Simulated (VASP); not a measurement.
The system is SnS2.

```
Sn S
1.0
     3.60500    0.00000    0.00000
    -1.80250    3.12202    0.00000
     0.00000    0.00000    5.56920
Sn S
1 2
Direct
  0.00000 0.00000 0.00000
  0.66667 0.33333 0.72870
  0.33333 0.66667 0.27130
```

This cell differs from its parent crystal: z stretched by +2 %.

| Item | Value |
| --- | --- |
| Program | VASP 6.6.1 |
| Task | relaxation of the atoms |
| Functional | PBE |
| Potentials or basis | VASP PAW PBE potentials, release 64 (Sn_d, S) |
| Cutoff | 450 eV |
| k mesh | 14 × 14 × 8 |
| Occupations | fermi-dirac, width 0.02 eV |
| Spin | no spin polarisation |

At the start: pressure 5.2 GPa; volume 20.89 Å³/atom.

Task: Where does the relaxation end?

Result: Over 3 steps the energy falls by 2.4 meV/atom; space group P-3m1 (No. 164, to 0.1 Å) before and after.

Step by step:
```
step  energy change (eV)  largest force (eV/Å)  pressure (GPa)
   1              0.0000                0.2934            5.24
   2             -0.0059                0.1237            5.88
   3             -0.0072                0.0025            6.37
```

Final structure:
```cif
data_structure
_symmetry_space_group_name_H-M 'P 1'
_symmetry_Int_Tables_number 1
_cell_length_a 3.6050
_cell_length_b 3.6050
_cell_length_c 5.5692
_cell_angle_alpha 90.000
_cell_angle_beta 90.000
_cell_angle_gamma 120.000
_cell_volume 62.68
loop_
_atom_site_label
_atom_site_type_symbol
_atom_site_fract_x
_atom_site_fract_y
_atom_site_fract_z
_atom_site_occupancy
Sn1 Sn 0.00000 0.00000 0.00000 1
S1 S 0.66667 0.33333 0.73309 1
S2 S 0.33333 0.66667 0.26691 1
```

Caveat: the cell differs from its parent crystal (z stretched by +2 %).
